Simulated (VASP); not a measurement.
# MgO (P-6m2) in VASP: a series of runs, part 2 of 2

VASP 6.6.1. Earlier steps stand in the parts before.

## 3. Single point, LDA (volume scaled by 1.06)

INCAR

```
SYSTEM = MgO
ALGO = Normal
EDIFF = 1E-6
ENCUT = 520
ISIF = 2
ISMEAR = 0
LASPH = .True.
LCHARG = .False.
LREAL = .False.
LWAVE = .False.
NBANDS = 11
NELM = 80
PREC = Accurate
SIGMA = 0.05
```

KPOINTS

```
k-points
0
Gamma
  10 10 10
  0 0 0
```

POSCAR

```
MgO
1.0
    2.9956437857      0.0000000000      0.0000000000
   -1.4978218928      2.5943036191      0.0000000000
    0.0000000000      0.0000000000      2.7322360880
Mg O
1 1
Direct
    0.0000000000      0.0000000000      0.0000000000
    0.3333333333      0.6666666667      0.5000000000
```

Potentials or basis: VASP PAW LDA potentials, release 64 (Mg, O).

Started as:

```console
> cat potpaw_LDA.64/Mg/POTCAR potpaw_LDA.64/O/POTCAR > POTCAR
> mpirun -np 1 vasp_std > vasp.out
```

Run time: 12 s. Hardware: 1 thread of Intel Xeon 6975P-C, shared host; peak memory 0.13 GiB.

Results (log left out):

- Free energy: -12.5709 eV
- Pressure: -17.0 GPa
- Band gap on the k mesh: 2.53 eV, indirect (least direct gap 2.92 eV)

Stress tensor (GPa, compression positive):
```
-15.96   0.00   0.00
  0.00 -15.96   0.00
  0.00   0.00 -19.06
```

Levels at points of the mesh, in eV from the valence-band top:
| k point | band 2 | band 3 | band 4 | band 5 | band 6 | band 7 |
| --- | --- | --- | --- | --- | --- | --- |
| (0.00, 0.00, 0.00) | -0.56 | -0.56 | -0.39 | 2.53 | 11.45 | 14.82 |
| (0.50, 0.00, 0.00) | -4.68 | -1.24 | -0.04 | 6.17 | 9.73 | 12.50 |
| (0.00, 0.00, 0.50) | -5.15 | -0.07 | -0.07 | 7.67 | 8.41 | 16.89 |
| (0.50, 0.00, 0.50) | -3.54 | -3.18 | -0.76 | 5.46 | 10.82 | 12.95 |

Caveat: the cell differs from its parent crystal (volume scaled by 1.06). A k mesh can miss the band edges.

## 4. Single point, PBE

This run uses another cell than the first one, of 10.02 Å³/atom, 0.962 times its volume.

INCAR

```
ALGO = Normal
EDIFF = 1E-7
ENCUT = 520
GGA = PE
ISIF = 2
ISMEAR = -1
LASPH = T
LCHARG = F
LREAL = F
LWAVE = F
NBANDS = 11
NELM = 60
PREC = Accurate
SIGMA = 0.04
```

KPOINTS

```
k-points
0
Gamma
  6 6 6
```

POSCAR

```
MgO
1.0
    2.9380209034      0.0000000000      0.0000000000
   -1.4690104517      2.5444007392      0.0000000000
    0.0000000000      0.0000000000      2.6796800000
Mg O
1 1
Direct
    0.0000000000      0.0000000000      0.0000000000
    0.3333333333      0.6666666667      0.5000000000
```

Potentials or basis: VASP PAW PBE potentials, release 64 (Mg, O).

Started as:

```console
> cat potpaw_PBE.64/Mg/POTCAR potpaw_PBE.64/O/POTCAR > POTCAR
> mpirun -np 1 vasp_std > vasp.out
```

OUTCAR:

```text
EDIFF = 1E-7
   ENCUT = 520
   GGA = PE
   ISIF = 2
   ISMEAR = -1
   LASPH = T
   LREAL = F
   NELM = 60
   PREC = Accurate

 ion  position               nearest neighbor table
   1  0.000  0.000  0.000-   2 2.16   2 2.16   2 2.16   2 2.16   2 2.16   2 2.16
   2  0.333  0.667  0.500-   1 2.16   1 2.16   1 2.16   1 2.16   1 2.16   1 2.16

  LATTYP: Found a hexagonal cell.
 ALAT       =     2.9380209034
 C/A-ratio  =     0.9120697531

  Lattice vectors:

[... 513 lines left out ...]
      5       9.9422      0.00000
      6      14.4677      0.00000
      7      17.9218      0.00000
      8      17.9472      0.00000
      9      18.8852      0.00000
     10      24.5779      0.00000
     11      24.9029      0.00000

 [... further k-points ...]
[... 5 lines left out ...]
  --------------------------------------------------------------------------------------
  -------------------------------------------------------------------------------------
  Total       -0.0815818     -0.0815818     -0.0898068      0.0000000      0.0000000      0.0000000
  in kB       -6.5249977     -6.5249977     -7.1828423      0.0000000      0.0000000      0.0000000
  external PRESSURE =      -6.7442792 kB  Pullay stress =       0.0000000 kB

 VOLUME and BASIS-vectors are now :
 -----------------------------------------------------------------------------
  energy-cutoff  :      520.00
  volume of cell :       20.03
      direct lattice vectors                 reciprocal lattice vectors
     2.938020903  0.000000000  0.000000000     0.340365175  0.196509926  0.000000000
    -1.469010452  2.544400739  0.000000000     0.000000000  0.393019851  0.000000000
     0.000000000  0.000000000  2.679680000     0.000000000  0.000000000  0.373178887

 POSITION                                       TOTAL-FORCE (eV/Angst)
 -----------------------------------------------------------------------------------
      0.00000      0.00000      0.00000         0.000000      0.000000      0.000000
     -0.00000      1.69627      1.33984        -0.000000     -0.000000      0.000000
 -----------------------------------------------------------------------------------
    total drift:                                0.000000     -0.000000     -0.000000

  FREE ENERGIE OF THE ION-ELECTRON SYSTEM (eV)
  ---------------------------------------------------
  free  energy   TOTEN  =       -11.2291580368 eV

  energy  without entropy=      -11.2291580368  energy(sigma->0) =      -11.22915804
```

Wall time 4.4 s (1 thread of AMD EPYC 9R14 (Zen 4), shared host); peak memory 0.1 GiB.

Results:

| Property | Result |
| --- | --- |
| Free energy | -11.2292 eV |
| Pressure | -0.7 GPa |
| Band gap on the k mesh | 3.00 eV, indirect (least direct gap 3.40 eV) |

Levels at points of the mesh, in eV from the valence-band top:
```tsv
k point	band 1	band 2	band 3	band 4	band 5	band 6	band 7	band 8
(0.00, 0.00, 0.00)	-17.43	-0.60	-0.60	-0.40	3.00	11.87	15.56	15.56
(0.50, 0.00, 0.00)	-16.40	-4.88	-1.32	-0.05	6.59	10.53	13.09	17.79
(0.00, 0.00, 0.50)	-16.36	-5.35	-0.10	-0.10	8.27	9.00	17.55	17.55
(0.50, 0.00, 0.50)	-15.64	-3.71	-3.35	-0.82	5.82	11.41	13.96	14.85
```

A k mesh can miss the band edges. As with any semilocal functional, this PBE gap is likely too small.

## 5. Relaxation of cell and atoms, PBE0

This run uses another cell than the first one, of 10.02 Å³/atom, 0.962 times its volume.

POSCAR is that of step 4.

INCAR.step1

```
PREC = Accurate
ENCUT = 600
EDIFF = 1E-5
ISMEAR = -1
SIGMA = 0.05
LREAL = F
LASPH = T
NELM = 60
ALGO = Normal
LWAVE = T
LCHARG = F
GGA = PE
NBANDS = 11
```

INCAR.step2

```
PREC = Accurate
ENCUT = 600
EDIFF = 1E-7
ISMEAR = -1
SIGMA = 0.05
LREAL = F
LASPH = T
NELM = 60
ALGO = Normal
ISIF = 3
LWAVE = F
LCHARG = F
GGA = PE
LHFCALC = T
AEXX = 0.25
PRECFOCK = Normal
IBRION = 2
NSW = 60
EDIFFG = -0.01
ISTART = 1
```

KPOINTS

```
Automatic mesh
0
Gamma
  5 5 5
```

Started as:

```console
> cat potpaw_PBE.64/Mg/POTCAR potpaw_PBE.64/O/POTCAR > POTCAR
> cp INCAR.step1 INCAR
> mpirun -np 1 vasp_std > vasp.out
> cp INCAR.step2 INCAR
> mpirun -np 1 vasp_std > vasp.out
```

Run time: 30 min. Hardware: 1 thread of AMD EPYC 7R13, shared host; peak memory 0.12 GiB.

Results (log left out):

| Property | Result |
| --- | --- |
| Free energy | -14.0668 eV |
| Relaxed volume | 9.59 Å³/atom |
| Relaxed cell | a = 2.895 Å, b = 2.895 Å, c = 2.642 Å, α = 90.00°, β = 90.00°, γ = 120.00° |
| Space group after relaxing (to 0.05 Å) | P-6m2 (No. 187) |
| Energy gained by relaxing | 8.7 meV/atom |
| Ionic steps | 5 |
| Pressure after relaxing | 0.0 GPa |
| Band gap on the k mesh | 5.72 eV, indirect (least direct gap 6.14 eV) |

The path:
| step | energy change (eV) | largest force (eV/Å) | pressure (GPa) | volume (Å³) |
| --- | --- | --- | --- | --- |
| 1 | 0.0000 | 0.0000 | -6.28 | 20.03 |
| 2 | -0.0148 | 0.0000 | 2.39 | 18.91 |
| 3 | -0.0170 | 0.0000 | -0.09 | 19.20 |
| 4 | -0.0172 | 0.0000 | 0.07 | 19.17 |
| 5 | -0.0173 | 0.0000 | 0.01 | 19.18 |

Final structure:
```
Mg O
1.0
     2.89535    0.00000    0.00000
    -1.44767    2.50744    0.00000
     0.00000    0.00000    2.64168
Mg O
1 1
Direct
  0.00000 0.00000 0.00000
  0.33333 0.66667 0.50000
```

Levels at points of the mesh, in eV from the valence-band top:
| k point | band 2 | band 3 | band 4 | band 5 | band 6 | band 7 |
| --- | --- | --- | --- | --- | --- | --- |
| (0.00, 0.00, 0.00) | -0.63 | -0.63 | -0.42 | 5.72 | 14.67 | 18.71 |

Caveat: the k points lie up to 0.50 Å⁻¹ apart in the final cell; the PAW data sets were made with another functional, which shifts forces and pressure a little.

## 6. The runs side by side

```csv
task,level,potentials or basis,cell,k mesh,cutoff (eV),smearing,grid for exact exchange (PRECFOCK),gap on the mesh (eV),pressure (GPa)
single point,LDA,"VASP PAW LDA potentials, release 64 (Mg, O)","a = 2.977, b = 2.977, c = 2.715 Å, angles 90.0, 90.0, 120.0°, 2 atoms",10 × 10 × 10,520,gaussian 0.05 eV,-,2.67,-15.2
single point,LDA,"VASP PAW LDA potentials, release 64 (Mg, O)","a = 2.996, b = 2.996, c = 2.732 Å, angles 90.0, 90.0, 120.0°, 2 atoms",10 × 10 × 10,520,gaussian 0.05 eV,-,2.53,-17.0
single point,PBE,"VASP PAW PBE potentials, release 64 (Mg, O)","a = 2.938, b = 2.938, c = 2.680 Å, angles 90.0, 90.0, 120.0°, 2 atoms",6 × 6 × 6,520,fermi-dirac 0.04 eV,-,3.00,-0.7
relaxation of cell and atoms,PBE0,"VASP PAW PBE potentials, release 64 (Mg, O)","relaxed from a = 2.938, b = 2.938, c = 2.680 Å, angles 90.0, 90.0, 120.0°, 2 atoms",5 × 5 × 5,600,fermi-dirac 0.05 eV,Normal,5.72,0.0
```

Alike in all rows: no spin polarisation.

Caveats: some runs use coarse meshes; the PAW data sets were made with another functional, which shifts forces and pressure a little (some runs).

Absolute energies hang on the potentials; compare differences alone.
